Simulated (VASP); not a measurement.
Mo:

```
CELL_PARAMETERS angstrom
2.73551 0.00000 0.00000
-1.36776 2.36902 0.00000
0.00000 0.00000 2.55518
ATOMIC_POSITIONS crystal
Mo 0.00000 0.00000 0.50000
```

| Property | Result |
| --- | --- |
| Program | VASP 6.6.1 |
| Task | relaxation of cell and atoms |
| Functional | PBEsol |
| Dispersion | D3(BJ) |
| Potentials or basis | VASP PAW PBE potentials, release 64 (Mo_sv) |
| Cutoff | 600 eV |
| k mesh | 12 × 12 × 11 |
| Occupations | fermi-dirac, width 0.1 eV |
| Spin | no spin polarisation |

At the start: pressure -10.6 GPa; volume 16.56 Å³/atom.

Question: How do energy, volume and symmetry change on relaxing?

Answer: Over 9 steps the energy falls by 43.5 meV/atom and the volume is 15.77 Å³/atom (-4.8 %); space group P6/mmm (No. 191, to 0.05 Å).

The path:
```tsv
step	energy change (eV)	largest force (eV/Å)	pressure (GPa)	volume (Å³)
1	0.0000	0.0000	-10.57	16.56
2	0.1405	0.0000	36.67	14.06
3	-0.0387	0.0000	0.96	15.70
4	-0.0388	0.0000	1.42	15.67
5	-0.0414	0.0000	0.03	15.78
6	-0.0434	0.0000	0.44	15.74
7	-0.0434	0.0000	0.43	15.74
8	-0.0433	0.0000	-0.80	15.81
9	-0.0435	0.0000	-0.01	15.77
```

Final structure:
```
Mo
1.0
     2.72535    0.00000    0.00000
    -1.36268    2.36022    0.00000
     0.00000    0.00000    2.45091
Mo
1
Direct
  0.00000 0.00000 0.50000
```

Caveat: the PAW data sets were made with another functional, which shifts forces and pressure a little; pairwise dispersion overbinds metals, which lowers pressure and volume.
